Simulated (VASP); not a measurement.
# Ta2C (P-3m1) in VASP: notebook

The runs below take Ta2C through single point, relaxation of cell and atoms, with PBEsol.

Program: VASP 6.6.1. These are calculated values, not measurements. Logs are shortened: lines on timing, memory, paths and dates and some standing lists are left out, and cuts for length are marked.

## 1. The cell of the first run

Symmetry: P-3m1, No. 164, trigonal system. Conventional cell: a = 3.088 Å, b = 3.088 Å, c = 4.909 Å, α = 90.00°, β = 90.00°, γ = 120.00°. Ta (site symmetry 3m) has 3 C at 2.17 Å and 12 Ta at 3.01 to 3.09 Å within 3.1 Å. Within 2.9 Å of C (site symmetry -3m) lie 6 Ta at 2.17 Å.

## 2. Single point, PBEsol

Input file INCAR:

```
PREC = Accurate ; ENCUT = 520
EDIFF = 1E-6 ; ISMEAR = 0
SIGMA = 0.1 ; LREAL = False
LASPH = True ; NELM = 100
ALGO = Normal ; ISIF = 2
LWAVE = False ; LCHARG = False
GGA = PS ; NBANDS = 20
```

Input file KPOINTS:

```
regular mesh
0
Gamma
  18 18 8
```

Input file POSCAR:

```
Ta2C
1.0
    3.0877135838      0.0000000000      0.0000000000
   -1.5438567919      2.6740384031      0.0000000000
    0.0000000000      0.0000000000      4.9089892037
Ta C
2 1
Direct
    0.3333333333      0.6666666667      0.2533087081
    0.6666666667      0.3333333333      0.7466912919
    0.0000000000      0.0000000000      0.0000000000
```

Potentials or basis: VASP PAW PBE potentials, release 64 (Ta_pv, C).

Run with:

```bash
cat potpaw_PBE.64/Ta_pv/POTCAR potpaw_PBE.64/C/POTCAR > POTCAR
mpirun -np 1 vasp_std > vasp.out
```

OUTCAR:

```text
PREC = Accurate
   ENCUT = 520
   EDIFF = 1E-6
   ISMEAR = 0
   LREAL = False
   LASPH = True
   NELM = 100
   ISIF = 2
   GGA = PS

 ion  position               nearest neighbor table
   1  0.333  0.667  0.253-   3 2.17   3 2.17   3 2.17   2 3.01   2 3.01   2 3.01   2 3.06   2 3.06
                             2 3.06
   2  0.667  0.333  0.747-   3 2.17   3 2.17   3 2.17   1 3.01   1 3.01   1 3.01   1 3.06   1 3.06
                             1 3.06
   3  0.000  0.000  0.000-   1 2.17   2 2.17   1 2.17   2 2.17   2 2.17   1 2.17

  LATTYP: Found a hexagonal cell.
 ALAT       =     3.0877135838
 C/A-ratio  =     1.5898460367

  Lattice vectors:

 A1 = (   3.0877135838,   0.0000000000,   0.0000000000)
 A2 = (  -1.5438567919,   2.6740384031,   0.0000000000)
 A3 = (   0.0000000000,   0.0000000000,   4.9089892037)

Analysis of symmetry for initial positions (statically):
=====================================================================
 Subroutine PRICEL returns:
 Original cell was already a primitive cell.

 Routine SETGRP: Setting up the symmetry group for a
 hexagonal supercell.

 Subroutine GETGRP returns: Found 12 space group operations
 (whereof 12 operations were pure point group operations)
 out of a pool of 24 trial point group operations.

The static configuration has the point symmetry D_3d.

Analysis of symmetry for dynamics (positions and initial velocities):
=====================================================================
 Subroutine PRICEL returns:
 Original cell was already a primitive cell.

 Routine SETGRP: Setting up the symmetry group for a
 hexagonal supercell.

 Subroutine GETGRP returns: Found 12 space group operations
 (whereof 12 operations were pure point group operations)
 out of a pool of 24 trial point group operations.

The dynamic configuration has the point symmetry D_3d.

 Subroutine INISYM returns: Found 12 space group operations
 (whereof 12 operations are pure point group operations),
 and found     1 'primitive' translations

----------------------------------------------------------------------------------------

                                     Primitive cell

  volume of cell :      40.5319

  direct lattice vectors                    reciprocal lattice vectors
     3.087713584  0.000000000  0.000000000     0.323864236  0.186983104  0.000000000
    -1.543856792  2.674038403  0.000000000     0.000000000  0.373966207  0.000000000
     0.000000000  0.000000000  4.908989204     0.000000000  0.000000000  0.203707924

  length of vectors
     3.087713584  3.087713584  4.908989204     0.373966207  0.373966207  0.203707924

  position of ions in fractional coordinates (direct lattice)
     0.333333333  0.666666667  0.253308708
     0.666666667  0.333333333  0.746691292
     0.000000000  0.000000000  0.000000000

  ion indices of the primitive-cell ions
   primitive index   ion index
                 1           1
                 2           2
                 3           3

----------------------------------------------------------------------------------------

 KPOINTS: regular mesh

Automatic generation of k-mesh.
 Grid dimensions read from file:
 generate k-points for:   18   18    8

 Generating k-lattice:

  Cartesian coordinates                     Fractional coordinates (reciprocal lattice)
     0.017992458  0.010387950  0.000000000     0.055555556 -0.000000000  0.000000000
     0.000000000  0.020775900  0.000000000     0.000000000  0.055555556  0.000000000
     0.000000000  0.000000000  0.025463491     0.000000000  0.000000000  0.125000000

  Length of vectors
     0.020775900  0.020775900  0.025463491

  Shift w.r.t. Gamma in fractional coordinates (k-lattice)
     0.000000000  0.000000000  0.000000000

 Subroutine IBZKPT returns following result:
 ===========================================

 Found    266 irreducible k-points:

 Following reciprocal coordinates:
            Coordinates               Weight
  0.000000  0.000000  0.000000      1.000000
  0.055556  0.000000  0.000000      6.000000
[... 52 lines left out ...]
  band No.  band energies     occupation
      1     -28.0856      2.00000
      2     -27.7578      2.00000
      3     -27.6256      2.00000
      4     -27.5766      2.00000
      5     -27.3981      2.00000
      6     -27.3350      2.00000
[... 12 lines left out ...]
     19      12.4604      0.00000
     20      13.8855      0.00000

 k-point     6 :       0.2778    0.0000    0.0000
  band No.  band energies     occupation
      1     -28.0226      2.00000
      2     -27.8689      2.00000
      3     -27.7282      2.00000
      4     -27.6114      2.00000
      5     -27.4137      2.00000
      6     -27.3678      2.00000
[... 12 lines left out ...]
     19      13.1518      0.00000
     20      13.7263      0.00000

 k-point     7 :       0.3333    0.0000    0.0000
  band No.  band energies     occupation
      1     -27.9900      2.00000
      2     -27.9378      2.00000
      3     -27.8214      2.00000
      4     -27.6431      2.00000
      5     -27.4292      2.00000
      6     -27.4069      2.00000
[... 12 lines left out ...]
     19      13.2212      0.00000
     20      13.7499      0.00000
[... 277 lines left out ...]
 k-point    20 :       0.1667    0.1111    0.0000
  band No.  band energies     occupation
      1     -28.0630      2.00000
      2     -27.7617      2.00000
      3     -27.7138      2.00000
      4     -27.5498      2.00000
      5     -27.4320      2.00000
      6     -27.3458      2.00000
[... 12 lines left out ...]
     19      12.4867      0.00000
     20      13.9248      0.00000

 k-point    21 :       0.2222    0.1111    0.0000
  band No.  band energies     occupation
      1     -28.0020      2.00000
      2     -27.8646      2.00000
      3     -27.7839      2.00000
      4     -27.6018      2.00000
      5     -27.4546      2.00000
      6     -27.3788      2.00000
[... 12 lines left out ...]
     19      12.9601      0.00000
     20      13.7676      0.00000

 k-point    22 :       0.2778    0.1111    0.0000
  band No.  band energies     occupation
      1     -27.9784      2.00000
      2     -27.9203      2.00000
      3     -27.8449      2.00000
      4     -27.6522      2.00000
      5     -27.4747      2.00000
      6     -27.4183      2.00000
[... 12 lines left out ...]
     19      13.0967      0.00000
     20      13.4244      0.00000

 k-point    23 :       0.3333    0.1111    0.0000
  band No.  band energies     occupation
      1     -28.0498      2.00000
      2     -27.9006      2.00000
      3     -27.8568      2.00000
      4     -27.6931      2.00000
      5     -27.4911      2.00000
      6     -27.4610      2.00000
[... 12 lines left out ...]
     19      12.8387      0.00000
     20      13.0835      0.00000

 k-point    24 :       0.3889    0.1111    0.0000
  band No.  band energies     occupation
      1     -28.1001      2.00000
      2     -27.9308      2.00000
      3     -27.8070      2.00000
      4     -27.7195      2.00000
      5     -27.5030      2.00000
      6     -27.4978      2.00000
[... 12 lines left out ...]
     19      12.3988      0.00000
     20      12.8270      0.00000

 [... further k-points ...]
[... 5 lines left out ...]
  --------------------------------------------------------------------------------------
  -------------------------------------------------------------------------------------
  Total        0.6471195      0.6471195      0.6348985      0.0000000     -0.0000000      0.0000000
  in kB       25.5798718     25.5798718     25.0967902      0.0000000     -0.0000000      0.0000000
  external PRESSURE =      25.4188446 kB  Pullay stress =       0.0000000 kB

 VOLUME and BASIS-vectors are now :
 -----------------------------------------------------------------------------
  energy-cutoff  :      520.00
  volume of cell :       40.53
      direct lattice vectors                 reciprocal lattice vectors
     3.087713584  0.000000000  0.000000000     0.323864236  0.186983104  0.000000000
    -1.543856792  2.674038403  0.000000000     0.000000000  0.373966207  0.000000000
     0.000000000  0.000000000  4.908989204     0.000000000  0.000000000  0.203707924

 POSITION                                       TOTAL-FORCE (eV/Angst)
 -----------------------------------------------------------------------------------
     -0.00000      1.78269      1.24349        -0.000000     -0.000000      0.046499
      1.54386      0.89135      3.66550         0.000000      0.000000     -0.046499
      0.00000      0.00000      0.00000        -0.000000      0.000000      0.000000
 -----------------------------------------------------------------------------------
    total drift:                                0.000000     -0.000000      0.000000

  FREE ENERGIE OF THE ION-ELECTRON SYSTEM (eV)
  ---------------------------------------------------
  free  energy   TOTEN  =       -36.7022347387 eV

  energy  without entropy=      -36.6985563735  energy(sigma->0) =      -36.70039556
```

Run time: 2 min. Hardware: 1 thread of AMD EPYC 7R13 (Zen 3), shared host; peak memory 0.28 GiB.

Results:

```yaml
Free_energy: -36.7022 eV
Pressure: 2.5 GPa
Largest_force: 0.046 eV/Å
Band_gap_on_the_k_mesh: zero (bands 13 and 14 overlap by 0.81 eV)
```

Forces on the atoms (eV/Å):
```
Ta   0.000  0.000  0.046
Ta   0.000  0.000 -0.046
C    0.000  0.000  0.000
```

Levels at points of the mesh, in eV from the Fermi level:
```
           k point  band 9  band 10  band 11  band 12  band 13  band 14  band 15  band 16  band 17  band 18
(0.00, 0.00, 0.00)   -3.62    -3.62    -2.98    -0.02     0.51     0.51     1.14     1.14     2.39     2.39
(0.50, 0.00, 0.00)   -4.38    -4.04    -3.81    -1.81    -0.22     3.37     3.52     4.76     5.19     5.30
(0.00, 0.00, 0.50)   -3.88    -3.88    -1.87    -1.54    -0.30    -0.30     3.02     3.02     3.54     3.54
(0.50, 0.00, 0.50)   -4.67    -3.59    -2.57    -1.15    -0.97     1.53     1.55     4.40     4.93     5.07
```

Caveat: the PAW data sets were made with another functional, which shifts forces and pressure a little; spin-orbit coupling is left out, which moves the levels of the heavy elements.

## 3. Single point, PBEsol

This run uses another cell than the first one, of 13.71 Å³/atom.

Input file INCAR:

```
SYSTEM = Ta2C
PREC = Accurate ; ENCUT = 520
EDIFF = 1E-7 ; ISMEAR = 0
SIGMA = 0.1 ; LREAL = .FALSE.
LASPH = .TRUE. ; NELM = 60
ALGO = Normal ; ISIF = 2
LWAVE = .FALSE. ; LCHARG = .FALSE.
GGA = PS ; NBANDS = 20
```

Input file KPOINTS:

```
regular mesh
0
G
  18 18 8
  0 0 0
```

Input file POSCAR:

```
Ta2C
1.0
    3.1031591206      0.0000000000      0.0000000000
   -1.5515795603      2.6874146304      0.0000000000
    0.0000000000      0.0000000000      4.9331781979
Ta C
2 1
Direct
    0.3333333333      0.6666666667      0.2524397877
    0.6666666667      0.3333333333      0.7475602123
    0.0000000000      0.0000000000      0.0000000000
```

Potentials or basis: VASP PAW PBE potentials, release 64 (Ta_pv, C).

Run with:

```bash
cat potpaw_PBE.64/Ta_pv/POTCAR potpaw_PBE.64/C/POTCAR > POTCAR
mpirun -np 1 vasp_std > vasp.out
```

It took 2.3 min on 1 thread of AMD EPYC 7R13 (Zen 3), shared host; peak memory 0.28 GiB.

It converged, with:

| Quantity | Value |
| --- | --- |
| Free energy | -36.7039 eV |
| Pressure | -1.5 GPa |
| Largest force | 0.046 eV/Å |
| Band gap on the k mesh | zero (bands 13 and 14 overlap by 0.79 eV) |

Forces on the atoms (eV/Å):
```
Ta   0.000  0.000  0.046
Ta   0.000  0.000 -0.046
C    0.000  0.000  0.000
```

Levels at points of the mesh, in eV from the Fermi level:
| k point | band 11 | band 12 | band 13 | band 14 | band 15 | band 16 |
| --- | --- | --- | --- | --- | --- | --- |
| (0.00, 0.00, 0.00) | -3.00 | -0.01 | 0.50 | 0.50 | 1.12 | 1.12 |
| (0.50, 0.00, 0.00) | -3.73 | -1.80 | -0.25 | 3.34 | 3.45 | 4.65 |
| (0.00, 0.00, 0.50) | -1.80 | -1.56 | -0.29 | -0.29 | 2.95 | 2.95 |
| (0.50, 0.00, 0.50) | -2.54 | -1.16 | -0.99 | 1.55 | 1.56 | 4.30 |

Caveat: the PAW data sets were made with another functional, which shifts forces and pressure a little; spin-orbit coupling is left out, which moves the levels of the heavy elements.

## 4. Relaxation of cell and atoms, PBEsol, target pressure 40 GPa, at which the enthalpy is minimised

This run uses another cell than the first one, of 12.10 Å³/atom.

Input file INCAR:

```
SYSTEM = Ta2C
PREC = Accurate
ENCUT = 600
EDIFF = 1E-7
ISMEAR = 0
SIGMA = 0.1
LREAL = .False.
LASPH = .True.
NELM = 100
ALGO = Normal
ISIF = 3
LWAVE = .False.
LCHARG = .False.
GGA = PS
IBRION = 2
NSW = 70
EDIFFG = -0.008
PSTRESS = 400.0
```

Input file KPOINTS:

```
Automatic mesh
0
Gamma
  18 18 8
  0 0 0
```

Input file POSCAR:

```
Ta2C
1.0
    2.9747202862      0.0000000000      0.0000000000
   -1.4873601431      2.5761833370      0.0000000000
    0.0000000000      0.0000000000      4.7356838915
Ta C
2 1
Direct
    0.3333333333      0.6666666667      0.2562954902
    0.6666666667      0.3333333333      0.7437045098
    0.0000000000      0.0000000000      0.0000000000
```

Run with:

```bash
cat potpaw_PBE.64/Ta_pv/POTCAR potpaw_PBE.64/C/POTCAR > POTCAR
mpirun -np 1 vasp_std > vasp.out
```

Run time: 6.8 min. Hardware: 1 thread of AMD EPYC 7R13 (Zen 3), shared host; peak memory 0.3 GiB.

It converged, with:

```
Free energy                                                : -36.2018 eV
Relaxed volume                                             : 12.15 Å³/atom
Relaxed cell                                               : a = 2.978 Å, b = 2.978 Å, c = 4.746 Å, α = 90.00°, β = 90.00°, γ = 120.00°
Space group after relaxing (to 0.1 Å)                      : P-3m1 (No. 164)
Energy change on relaxing (the run minimises the enthalpy) : -15.4 meV/atom
Ionic steps                                                : 5
Pressure after relaxing                                    : 40.0 GPa
Largest force after relaxing                               : 0.006 eV/Å
Band gap on the k mesh                                     : zero (bands 13 and 14 overlap by 0.91 eV)
```

Forces in eV/Å, atoms in the order of the input:
```
Ta   0.000  0.000 -0.006
Ta   0.000  0.000  0.006
C    0.000  0.000  0.000
```

The path:
```csv
step,energy change (eV),largest force (eV/Å),pressure (GPa),volume (Å³)
1,0.0000,0.5824,42.89,36.29
2,-0.2408,0.9236,27.37,37.45
3,-0.0807,0.1632,38.59,36.59
4,0.0021,0.2319,41.74,36.26
5,-0.0462,0.0058,39.95,36.44
```

Final structure:
```yaml
crystal:
  lattice:
    - [2.97766, 0.00000, 0.00000]
    - [-1.48883, 2.57873, 0.00000]
    - [0.00000, 0.00000, 4.74611]
  atoms:
    - { symbol: Ta, position: [0.33333, 0.66667, 0.25884] }
    - { symbol: Ta, position: [0.66667, 0.33333, 0.74116] }
    - { symbol: C, position: [0.00000, 0.00000, 0.00000] }
```

Levels at points of the mesh, in eV from the Fermi level:
```csv
k point,band 9,band 10,band 11,band 12,band 13,band 14,band 15,band 16,band 17
"(0.00, 0.00, 0.00)",-3.76,-3.76,-2.77,-0.05,0.54,0.54,1.34,1.34,2.49
"(0.50, 0.00, 0.00)",-4.71,-4.39,-4.31,-1.86,0.04,3.61,4.05,5.56,6.10
"(0.00, 0.00, 0.50)",-4.09,-4.09,-2.36,-1.33,-0.38,-0.38,3.59,3.59,4.00
"(0.50, 0.00, 0.50)",-5.16,-3.69,-2.80,-1.00,-0.79,1.35,1.55,5.21,5.70
```

Caveat: the cell is relaxed towards a set pressure, so the run minimises the enthalpy, not the energy; the PAW data sets were made with another functional, which shifts forces and pressure a little; spin-orbit coupling is left out, which moves the levels of the heavy elements.

## 5. Single point, PBEsol (biaxial strain in the a-b plane: +1.0 %, then relaxed in part)

Input file INCAR:

```
PREC     = Accurate       # precision mode
ENCUT    = 520            # plane-wave cutoff, eV
EDIFF    = 1E-6           # SCF threshold, eV
ISMEAR   = 0              # smearing method
SIGMA    = 0.1            # smearing width, eV
LREAL    = F              # projectors in reciprocal space
LASPH    = T              # aspherical terms in the spheres
NELM     = 60             # most SCF steps
ALGO     = Normal         # electronic algorithm
ISIF     = 2              # what is computed and relaxed
LWAVE    = F              # write WAVECAR
LCHARG   = T              # write CHGCAR
GGA      = PS             # functional
LELF     = T              # ELF
LVHAR    = T            
NBANDS   = 20             # bands
```

Input file KPOINTS:

```
Automatic mesh
0
Gamma
  18 18 10
```

Input file POSCAR:

```
Ta2C
1.0
    3.1262537035      0.0000000000      0.0000000000
   -1.5631268518      2.7074151259      0.0000000000
    0.0000000000      0.0000000000      4.8938479462
Ta C
2 1
Direct
    0.3333333333      0.6666666667      0.2523141901
    0.6666666667      0.3333333333      0.7476858099
    0.0000000000      0.0000000000      0.0000000000
```

Run with:

```bash
cat potpaw_PBE.64/Ta_pv/POTCAR potpaw_PBE.64/C/POTCAR > POTCAR
mpirun -np 1 vasp_std > vasp.out
```

It took 2.3 min on 1 thread of Intel Xeon Platinum 8259CL at 2.50GHz (Skylake/Cascade Lake), shared host; peak memory 0.35 GiB.

Results (log left out):

```
Free energy            : -36.6922 eV
Pressure               : -3.3 GPa
Largest force          : 0.043 eV/Å
Band gap on the k mesh : zero (bands 13 and 14 overlap by 0.85 eV)
```

Forces on the atoms (eV/Å):
```
Ta   0.000  0.000  0.043
Ta   0.000  0.000 -0.043
C    0.000  0.000  0.000
```

Stress tensor (GPa, compression positive):
```
-5.12  0.00  0.00
 0.00 -5.12  0.00
 0.00  0.00  0.41
```

Levels at points of the mesh, in eV from the Fermi level:
```csv
k point,band 10,band 11,band 12,band 13,band 14,band 15,band 16,band 17
"(0.00, 0.00, 0.00)",-3.64,-2.91,0.14,0.52,0.52,1.01,1.01,2.38
"(0.50, 0.00, 0.00)",-4.03,-3.68,-1.82,-0.25,3.31,3.52,4.63,4.93
"(0.00, 0.00, 0.50)",-3.90,-1.65,-1.47,-0.33,-0.33,2.94,2.94,3.52
"(0.50, 0.00, 0.50)",-3.59,-2.45,-1.17,-1.00,1.50,1.67,4.15,4.71
```

Caveat: the cell differs from its parent crystal (biaxial strain in the a-b plane: +1.0 %, then relaxed in part); the cell stands under tension; the PAW data sets were made with another functional, which shifts forces and pressure a little; spin-orbit coupling is left out, which moves the levels of the heavy elements.

## 6. Overview

| task | cell | k mesh | cutoff (eV) | gap on the mesh (eV) | pressure (GPa) | largest force (eV/Å) |
| --- | --- | --- | --- | --- | --- | --- |
| single point | a = 3.088, b = 3.088, c = 4.909 Å, angles 90.0, 90.0, 120.0°, 3 atoms, atomic positions A | 18 × 18 × 8 | 520 | none | 2.5 | 0.05 |
| single point | a = 3.103, b = 3.103, c = 4.933 Å, angles 90.0, 90.0, 120.0°, 3 atoms, atomic positions A | 18 × 18 × 8 | 520 | none | -1.5 | 0.05 |
| relaxation of cell and atoms | relaxed to 40 GPa from a = 2.975, b = 2.975, c = 4.736 Å, angles 90.0, 90.0, 120.0°, 3 atoms, atomic positions B | 18 × 18 × 8 | 600 | none | 40.0 | 0.01 |
| single point | a = 3.126, b = 3.126, c = 4.894 Å, angles 90.0, 90.0, 120.0°, 3 atoms, atomic positions A | 18 × 18 × 10 | 520 | none | -3.3 | 0.04 |

Alike in all rows: level PBEsol; potentials or basis VASP PAW PBE potentials, release 64 (Ta_pv, C); no spin polarisation; smearing gaussian 0.1 eV.

Caveats: the PAW data sets were made with another functional, which shifts forces and pressure a little; spin-orbit coupling is left out, which moves the levels of the heavy elements; the cell is relaxed towards a set pressure, so the run minimises the enthalpy, not the energy (at least some runs); the cell stands under tension (at least some runs).

Total energies depend on the potentials used, so only differences within one code and one set of settings carry meaning.
